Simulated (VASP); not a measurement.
# GaN (Cmc2_1) in VASP: further runs

The runs below take GaN through single point, with r2SCAN.

Program: VASP 6.6.1. These are calculated values, not measurements. Logs are shortened: lines on timing, memory, paths and dates and some standing lists are left out, and cuts for length are marked.

### 1 The cell of the first run

It takes space group Cmc2_1 (No. 36, orthorhombic). The conventional cell has a = 3.180 Å, b = 5.673 Å, c = 5.166 Å, α = 90.00°, β = 90.00°, γ = 90.00°. Within 2.6 Å of Ga (site symmetry m) lie 4 N at 1.94 to 2.00 Å. N (site symmetry m) has 4 Ga at 1.94 to 2.00 Å within 2.6 Å.

### 2 Single point, r2SCAN (strain +0.0300 x Voigt [0, 1, 0, 0, 0, 0])

Contents of POSCAR:

```
GaN
1.0
    3.1799996605      0.0000000000      0.0000000000
   -1.5899998303      2.8365793047      0.0000000000
    0.0000000000      0.0000000000      5.1660000000
Ga N
2 2
Direct
    0.3333333333      0.6666666667      0.0000000000
    0.6666666667      0.3333333333      0.5000000000
    0.3333333333      0.6666666667      0.3750000000
    0.6666666667      0.3333333333      0.8750000000
```

Contents of INCAR.step1:

```
ALGO     = Normal         # electronic algorithm
EDIFF    = 1E-4           # SCF threshold, eV
ENCUT    = 520            # plane-wave cutoff, eV
GGA      = PE             # functional
ISMEAR   = 0              # smearing method
LASPH    = True           # aspherical terms in the spheres
LCHARG   = False          # write CHGCAR
LREAL    = False          # projectors in reciprocal space
LWAVE    = True           # write WAVECAR
NBANDS   = 26             # bands
NELM     = 100            # most SCF steps
PREC     = Accurate       # precision mode
SIGMA    = 0.05           # smearing width, eV
```

Contents of INCAR.step2:

```
ALGO     = Normal         # electronic algorithm
EDIFF    = 1E-6           # SCF threshold, eV
ENCUT    = 520            # plane-wave cutoff, eV
ISIF     = 2              # what is computed and relaxed
ISMEAR   = 0              # smearing method
ISTART   = 1            
LASPH    = True           # aspherical terms in the spheres
LCHARG   = True           # write CHGCAR
LELF     = True           # ELF
LMIXTAU  = True         
LREAL    = False          # projectors in reciprocal space
LVHAR    = True         
LWAVE    = False          # write WAVECAR
METAGGA  = R2SCAN         # meta-GGA
NBANDS   = 26             # bands
NELM     = 100            # most SCF steps
PREC     = Accurate       # precision mode
SIGMA    = 0.05           # smearing width, eV
```

Contents of KPOINTS:

```
k-points
0
Gamma
  12 12 6
```

Potentials or basis: VASP PAW PBE potentials, release 64 (Ga_d, N).

Run with:

```
$ cat potpaw_PBE.64/Ga_d/POTCAR potpaw_PBE.64/N/POTCAR > POTCAR
$ cp INCAR.step1 INCAR
$ mpirun -np 1 vasp_std > vasp.out
$ cp INCAR.step2 INCAR
$ mpirun -np 1 vasp_std > vasp.out
```

OUTCAR:

```text
EDIFF = 1E-6
   ENCUT = 520
   ISIF = 2
   ISMEAR = 0
   ISTART = 1
   LASPH = True
   LREAL = False
   METAGGA = R2SCAN
   NELM = 100
   PREC = Accurate

 ion  position               nearest neighbor table
   1  0.333  0.667  0.000-   3 1.94   4 1.96   4 1.96   4 2.00
   2  0.667  0.333  0.500-   4 1.94   3 1.96   3 1.96   3 2.00
   3  0.333  0.667  0.375-   1 1.94   2 1.96   2 1.96   2 2.00
   4  0.667  0.333  0.875-   2 1.94   1 1.96   1 1.96   1 2.00

  LATTYP: Found a base centered orthorhombic cell.
 ALAT       =     3.1799996605
 B/A-ratio  =     1.7840123318
 C/A-ratio  =     1.6245284753

  Lattice vectors:

 A1 = (   1.5899998303,  -2.8365793047,   0.0000000000)
 A2 = (   1.5899998302,   2.8365793047,   0.0000000000)
 A3 = (   0.0000000000,   0.0000000000,   5.1660000000)

Analysis of symmetry for initial positions (statically):
=====================================================================
 Subroutine PRICEL returns:
 Original cell was already a primitive cell.

 Routine SETGRP: Setting up the symmetry group for a
 base centered orthorhombic supercell.

 Subroutine GETGRP returns: Found  4 space group operations
 (whereof  2 operations were pure point group operations)
 out of a pool of  8 trial point group operations.

The static configuration has the point symmetry C_1h.
 The point group associated with its full space group is C_2v.

Analysis of symmetry for dynamics (positions and initial velocities):
=====================================================================
 Subroutine PRICEL returns:
 Original cell was already a primitive cell.

 Routine SETGRP: Setting up the symmetry group for a
 base centered orthorhombic supercell.

 Subroutine GETGRP returns: Found  4 space group operations
 (whereof  2 operations were pure point group operations)
 out of a pool of  8 trial point group operations.

The dynamic configuration has the point symmetry C_1h.
 The point group associated with its full space group is C_2v.

 Subroutine INISYM returns: Found  4 space group operations
 (whereof  2 operations are pure point group operations),
 and found     1 'primitive' translations

----------------------------------------------------------------------------------------

                                     Primitive cell

  volume of cell :      46.5990

  direct lattice vectors                    reciprocal lattice vectors
     3.179999661  0.000000000  0.000000000     0.314465442  0.176268648  0.000000000
    -1.589999830  2.836579305  0.000000000     0.000000000  0.352537297  0.000000000
     0.000000000  0.000000000  5.166000000     0.000000000  0.000000000  0.193573364

  length of vectors
     3.179999661  3.251812051  5.166000000     0.360498476  0.352537297  0.193573364

  position of ions in fractional coordinates (direct lattice)
     0.333333333  0.666666667  0.000000000
     0.666666667  0.333333333  0.500000000
     0.333333333  0.666666667  0.375000000
     0.666666667  0.333333333  0.875000000

  ion indices of the primitive-cell ions
   primitive index   ion index
                 1           1
                 2           2
                 3           3
                 4           4

----------------------------------------------------------------------------------------

 KPOINTS: k-points

Automatic generation of k-mesh.
 Grid dimensions read from file:
 generate k-points for:   12   12    6

 Generating k-lattice:

  Cartesian coordinates                     Fractional coordinates (reciprocal lattice)
     0.026205454  0.014689054  0.000000000     0.083333333  0.000000000  0.000000000
     0.000000000  0.029378108  0.000000000     0.000000000  0.083333333  0.000000000
     0.000000000  0.000000000  0.032262227     0.000000000  0.000000000  0.166666667

  Length of vectors
     0.030041540  0.029378108  0.032262227

  Shift w.r.t. Gamma in fractional coordinates (k-lattice)
     0.000000000  0.000000000  0.000000000

 Subroutine IBZKPT returns following result:
 ===========================================

 Found    172 irreducible k-points:

 Following reciprocal coordinates:
            Coordinates               Weight
  0.000000  0.000000  0.000000      1.000000
  0.083333 -0.000000  0.000000      4.000000
  0.166667  0.000000  0.000000      4.000000
  0.250000  0.000000  0.000000      4.000000
  0.333333 -0.000000  0.000000      4.000000
  0.416667  0.000000  0.000000      4.000000
[... 16 lines left out ...]
  0.333333  0.166667  0.000000      4.000000
  0.416667  0.166667  0.000000      4.000000
 [... further k-points ...]
   k-points           NKPTS =    172   k-points in BZ     NKDIM =    172   number of bands    NBANDS=     26
   number of dos      NEDOS =    301   number of ions     NIONS =      4
   total plane-waves  NPLWV =  23040
   dimension x,y,z NGX =    24 NGY =   24 NGZ =   40
   dimension x,y,z NGXF=    48 NGYF=   48 NGZF=   80
   ions per type =               2   2
[... 59 lines left out ...]

 E-fermi :   5.1842     XC(G=0): -12.5202

 val. band max:        4.8978914086   @ k =   0.0000   0.0000   0.0000
 cond. band min:       7.0255828237   @ k =   0.0000   0.0000   0.0000
 fundamental gap:      2.1276914151
 Fermi energy:         5.1841616780

 k-point     1 :       0.0000    0.0000    0.0000
  band No.  band energies     occupation
      1     -11.7690      2.00000
      2     -10.8170      2.00000
      3      -8.9805      2.00000
      4      -8.9586      2.00000
      5      -8.9494      2.00000
      6      -8.8897      2.00000
[... 18 lines left out ...]
     25      16.9068      0.00000
     26      17.3150      0.00000

 k-point     2 :       0.0833   -0.0000    0.0000
  band No.  band energies     occupation
      1     -11.7031      2.00000
      2     -10.7999      2.00000
      3      -8.9703      2.00000
      4      -8.9473      2.00000
      5      -8.9302      2.00000
      6      -8.8795      2.00000
[... 18 lines left out ...]
     25      16.9219      0.00000
     26      17.1819      0.00000

 k-point     3 :       0.1667    0.0000    0.0000
  band No.  band energies     occupation
      1     -11.5228      2.00000
      2     -10.7575      2.00000
      3      -8.9425      2.00000
      4      -8.9232      2.00000
      5      -8.8736      2.00000
      6      -8.8448      2.00000
[... 18 lines left out ...]
     25      17.0541      0.00000
     26      17.5080      0.00000

 k-point     4 :       0.2500    0.0000    0.0000
  band No.  band energies     occupation
      1     -11.2807      2.00000
      2     -10.7097      2.00000
      3      -8.9134      2.00000
      4      -8.8995      2.00000
      5      -8.8368      2.00000
      6      -8.7895      2.00000
[... 18 lines left out ...]
     25      16.9706      0.00000
     26      18.0123      0.00000

 k-point     5 :       0.3333   -0.0000    0.0000
  band No.  band energies     occupation
      1     -11.0528      2.00000
      2     -10.6741      2.00000
      3      -8.8968      2.00000
      4      -8.8869      2.00000
      5      -8.8086      2.00000
      6      -8.7415      2.00000
[... 18 lines left out ...]
     25      17.0752      0.00000
     26      18.6662      0.00000

 k-point     6 :       0.4167    0.0000    0.0000
  band No.  band energies     occupation
      1     -10.9006      2.00000
      2     -10.6575      2.00000
      3      -8.8944      2.00000
      4      -8.8839      2.00000
      5      -8.7924      2.00000
      6      -8.7345      2.00000
[... 427 lines left out ...]
 k-point    21 :       0.1667    0.1667    0.0000
  band No.  band energies     occupation
      1     -11.1823      2.00000
      2     -10.6947      2.00000
      3      -8.9095      2.00000
      4      -8.8973      2.00000
      5      -8.8131      2.00000
      6      -8.7951      2.00000
[... 18 lines left out ...]
     25      16.5810      0.00000
     26      18.8885      0.00000

 k-point    22 :       0.2500    0.1667    0.0000
  band No.  band energies     occupation
      1     -10.9875      2.00000
      2     -10.6693      2.00000
      3      -8.9161      2.00000
      4      -8.8633      2.00000
      5      -8.7883      2.00000
      6      -8.7560      2.00000
[... 18 lines left out ...]
     25      16.4117      0.00000
     26      19.1982      0.00000

 k-point    23 :       0.3333    0.1667    0.0000
  band No.  band energies     occupation
      1     -10.8509      2.00000
      2     -10.6611      2.00000
      3      -8.9240      2.00000
      4      -8.8467      2.00000
      5      -8.7622      2.00000
      6      -8.7376      2.00000
[... 18 lines left out ...]
     25      17.3617      0.00000
     26      18.9017      0.00000

 k-point    24 :       0.4167    0.1667    0.0000
  band No.  band energies     occupation
      1     -10.7972      2.00000
      2     -10.6627      2.00000
      3      -8.9271      2.00000
      4      -8.8425      2.00000
      5      -8.7509      2.00000
      6      -8.7361      2.00000
[... 18 lines left out ...]
     25      18.0192      0.00000
     26      18.5442      0.00000

 [... further k-points ...]
[... 5 lines left out ...]
  --------------------------------------------------------------------------------------
  -------------------------------------------------------------------------------------
  Total       -0.4062643     -2.9468579      0.4629324      0.0000000      0.0000000      0.0000000
  in kB      -13.9682779   -101.3195772     15.9166549      0.0000000      0.0000000      0.0000000
  external PRESSURE =     -33.1237334 kB  Pullay stress =       0.0000000 kB

 VOLUME and BASIS-vectors are now :
 -----------------------------------------------------------------------------
  energy-cutoff  :      520.00
  volume of cell :       46.60
      direct lattice vectors                 reciprocal lattice vectors
     3.179999661  0.000000000  0.000000000     0.314465442  0.176268648  0.000000000
    -1.589999830  2.836579305  0.000000000     0.000000000  0.352537297  0.000000000
     0.000000000  0.000000000  5.166000000     0.000000000  0.000000000  0.193573364

 POSITION                                       TOTAL-FORCE (eV/Angst)
 -----------------------------------------------------------------------------------
     -0.00000      1.89105      0.00000        -0.000000      0.177951     -0.274955
      1.59000      0.94553      2.58300         0.000000     -0.177951     -0.274955
     -0.00000      1.89105      1.93725        -0.000000      0.225864      0.274955
      1.59000      0.94553      4.52025         0.000000     -0.225864      0.274955
 -----------------------------------------------------------------------------------
    total drift:                                0.000002      0.000003      0.043468

  FREE ENERGIE OF THE ION-ELECTRON SYSTEM (eV)
  ---------------------------------------------------
  free  energy   TOTEN  =       -43.7795020078 eV

  energy  without entropy=      -43.7795020078  energy(sigma->0) =      -43.77950201
```

Wall time 14 min (1 thread of Intel Xeon 8259CL, shared host); peak memory 0.3 GiB.

What came out:

```
Free energy            : -43.7795 eV
Pressure               : -3.3 GPa
Largest force          : 0.356 eV/Å
Band gap on the k mesh : 2.13 eV
```

Forces on the atoms (eV/Å):
```
Ga   0.000  0.178 -0.275
Ga   0.000 -0.178 -0.275
N    0.000  0.226  0.275
N    0.000 -0.226  0.275
```

Levels at points of the mesh, in eV from the valence-band top:
```csv
k point,band 15,band 16,band 17,band 18,band 19,band 20,band 21,band 22
"(0.00, 0.00, 0.00)",-1.11,-0.13,-0.08,0.00,2.13,4.43,9.82,10.10
"(0.50, 0.00, 0.00)",-4.24,-2.96,-2.27,-1.08,5.17,5.81,6.57,9.19
"(0.00, 0.50, 0.00)",-4.39,-2.67,-2.26,-0.86,5.69,6.14,6.44,8.98
"(0.00, 0.00, 0.50)",-0.70,-0.70,-0.57,-0.57,4.47,4.47,9.08,9.08
"(0.50, 0.00, 0.50)",-2.11,-2.11,-1.90,-1.90,4.71,4.71,8.24,8.24
"(0.00, 0.50, 0.50)",-1.95,-1.95,-1.84,-1.84,4.90,4.90,8.34,8.34
```

Caveat: the cell differs from its parent crystal (strain +0.0300 x Voigt [0, 1, 0, 0, 0, 0]); the cell stands under tension; the PAW data sets were made with another functional, which shifts forces and pressure a little.

### 3 Single point, r2SCAN (strain +0.0350 x Voigt [0, 1, 0, 0, 0, 0])

Edit POSCAR of step 2 so:

```diff
@@ -3,3 +3,3 @@
     3.1799996605      0.0000000000      0.0000000000
-   -1.5899998303      2.8365793047      0.0000000000
+   -1.5899998303      2.8503491071      0.0000000000
     0.0000000000      0.0000000000      5.1660000000
```

Contents of INCAR.step1:

```
ALGO     = Normal         # electronic algorithm
EDIFF    = 1E-4           # SCF threshold, eV
ENCUT    = 520            # plane-wave cutoff, eV
GGA      = PE             # functional
ISMEAR   = 0              # smearing method
LASPH    = T              # aspherical terms in the spheres
LCHARG   = F              # write CHGCAR
LREAL    = F              # projectors in reciprocal space
LWAVE    = T              # write WAVECAR
NBANDS   = 26             # bands
NELM     = 100            # most SCF steps
PREC     = Accurate       # precision mode
SIGMA    = 0.05           # smearing width, eV
```

Contents of INCAR.step2:

```
ALGO     = Normal         # electronic algorithm
EDIFF    = 1E-6           # SCF threshold, eV
ENCUT    = 520            # plane-wave cutoff, eV
ISIF     = 2              # what is computed and relaxed
ISMEAR   = 0              # smearing method
ISTART   = 1            
LASPH    = T              # aspherical terms in the spheres
LCHARG   = T              # write CHGCAR
LELF     = T              # ELF
LMIXTAU  = T            
LREAL    = F              # projectors in reciprocal space
LVHAR    = T            
LWAVE    = F              # write WAVECAR
METAGGA  = R2SCAN         # meta-GGA
NBANDS   = 26             # bands
NELM     = 100            # most SCF steps
PREC     = Accurate       # precision mode
SIGMA    = 0.05           # smearing width, eV
```

KPOINTS is that of step 2.

Potentials or basis: VASP PAW PBE potentials, release 64 (Ga_d, N).

Run with:

```
$ cat potpaw_PBE.64/Ga_d/POTCAR potpaw_PBE.64/N/POTCAR > POTCAR
$ cp INCAR.step1 INCAR
$ mpirun -np 1 vasp_std > vasp.out
$ cp INCAR.step2 INCAR
$ mpirun -np 1 vasp_std > vasp.out
```

It took 14 min on 1 thread of Intel Xeon 8259CL, shared host; peak memory 0.3 GiB.

Results (log left out):

```yaml
Free_energy: -43.7642 eV
Pressure: -4.1 GPa
Largest_force: 0.386 eV/Å
Band_gap_on_the_k_mesh: 2.08 eV
```

Forces in eV/Å, atoms in the order of the input:
```
Ga   0.000  0.198 -0.292
Ga   0.000 -0.198 -0.292
N    0.000  0.251  0.292
N    0.000 -0.251  0.292
```

Stress tensor (GPa, compression positive):
```
 -1.82   0.00   0.00
  0.00 -11.82   0.00
  0.00   0.00   1.30
```

Levels at points of the mesh, in eV from the valence-band top:
```tsv
k point	band 16	band 17	band 18	band 19	band 20	band 21
(0.00, 0.00, 0.00)	-0.15	-0.08	0.00	2.08	4.36	9.77
(0.50, 0.00, 0.00)	-2.98	-2.27	-1.09	5.10	5.75	6.57
(0.00, 0.50, 0.00)	-2.64	-2.25	-0.84	5.71	6.13	6.42
(0.00, 0.00, 0.50)	-0.72	-0.57	-0.57	4.42	4.42	9.05
(0.50, 0.00, 0.50)	-2.12	-1.88	-1.88	4.68	4.68	8.20
(0.00, 0.50, 0.50)	-1.95	-1.82	-1.82	4.90	4.90	8.32
```

Caveat: the cell differs from its parent crystal (strain +0.0350 x Voigt [0, 1, 0, 0, 0, 0]); the cell stands under tension; the PAW data sets were made with another functional, which shifts forces and pressure a little.

### 4 Single point, r2SCAN (strain +0.0400 x Voigt [0, 1, 0, 0, 0, 0])

Edit POSCAR of step 3 so:

```diff
@@ -3,3 +3,3 @@
     3.1799996605      0.0000000000      0.0000000000
-   -1.5899998303      2.8503491071      0.0000000000
+   -1.5899998303      2.8641189096      0.0000000000
     0.0000000000      0.0000000000      5.1660000000
```

Contents of INCAR.step1:

```
SYSTEM = GaN
PREC = Accurate
ENCUT = 520
ISMEAR = 0
SIGMA = 0.05
LREAL = .False.
LASPH = .True.
NELM = 60
NBANDS = 26
GGA = PE
ALGO = Normal
EDIFF = 1E-4
LWAVE = .True.
LCHARG = .False.
```

Contents of INCAR.step2:

```
SYSTEM = GaN
PREC = Accurate
ENCUT = 520
EDIFF = 1E-7
ISMEAR = 0
SIGMA = 0.05
LREAL = .False.
LASPH = .True.
NELM = 60
ALGO = Normal
ISIF = 2
LWAVE = .False.
LCHARG = .False.
METAGGA = R2SCAN
LMIXTAU = .True.
NBANDS = 26
ISTART = 1
```

Contents of KPOINTS:

```
Automatic mesh
0
Gamma
  12 12 6
  0 0 0
```

Run with:

```
$ cat potpaw_PBE.64/Ga_d/POTCAR potpaw_PBE.64/N/POTCAR > POTCAR
$ cp INCAR.step1 INCAR
$ mpirun -np 1 vasp_std > vasp.out
$ cp INCAR.step2 INCAR
$ mpirun -np 1 vasp_std > vasp.out
```

Wall time 15 min (1 thread of Intel Xeon 8259CL, shared host); peak memory 0.31 GiB.

The run converged. Its results:

- Free energy: -43.7465 eV
- Pressure: -4.9 GPa
- Largest force: 0.412 eV/Å
- Band gap on the k mesh: 2.04 eV

Forces on the atoms (eV/Å):
```
Ga   0.000  0.217 -0.309
Ga   0.000 -0.217 -0.309
N    0.000  0.274  0.309
N    0.000 -0.274  0.309
```

Stress tensor (GPa, compression positive):
```
 -2.22   0.00   0.00
  0.00 -13.42   0.00
  0.00   0.00   1.03
```

Levels at points of the mesh, in eV from the valence-band top:
```tsv
k point	band 14	band 15	band 16	band 17	band 18	band 19	band 20	band 21	band 22	band 23
(0.00, 0.00, 0.00)	-1.29	-1.11	-0.17	-0.09	0.00	2.04	4.29	9.71	10.00	10.43
(0.50, 0.00, 0.00)	-5.23	-4.20	-3.00	-2.26	-1.10	5.04	5.70	6.57	9.11	10.49
(0.00, 0.50, 0.00)	-5.22	-4.40	-2.61	-2.25	-0.82	5.73	6.12	6.41	8.84	11.08
(0.00, 0.00, 0.50)	-3.87	-0.74	-0.74	-0.57	-0.57	4.36	4.36	9.02	9.02	10.41
(0.50, 0.00, 0.50)	-6.57	-2.13	-2.13	-1.87	-1.87	4.64	4.64	8.16	8.16	10.50
(0.00, 0.50, 0.50)	-6.66	-1.94	-1.94	-1.79	-1.79	4.90	4.90	8.29	8.29	10.46
```

Caveat: the cell differs from its parent crystal (strain +0.0400 x Voigt [0, 1, 0, 0, 0, 0]); the cell stands under tension; the PAW data sets were made with another functional, which shifts forces and pressure a little.

### 5 Overview

| cell | gap on the mesh (eV) | pressure (GPa) | largest force (eV/Å) |
| --- | --- | --- | --- |
| a = 3.180, b = 3.252, c = 5.166 Å, angles 90.0, 90.0, 119.3°, 4 atoms | 2.13 | -3.3 | 0.36 |
| a = 3.180, b = 3.264, c = 5.166 Å, angles 90.0, 90.0, 119.2°, 4 atoms | 2.08 | -4.1 | 0.39 |
| a = 3.180, b = 3.276, c = 5.166 Å, angles 90.0, 90.0, 119.0°, 4 atoms | 2.04 | -4.9 | 0.41 |

Alike in all rows: task single point; level r2SCAN; potentials or basis VASP PAW PBE potentials, release 64 (Ga_d, N); no spin polarisation; k mesh 12 × 12 × 6; cutoff (eV) 520; smearing gaussian 0.05 eV.

Caveats: the cell stands under tension; the PAW data sets were made with another functional, which shifts forces and pressure a little.

Total energies depend on the potentials used, so only differences within one code and one set of settings carry meaning.
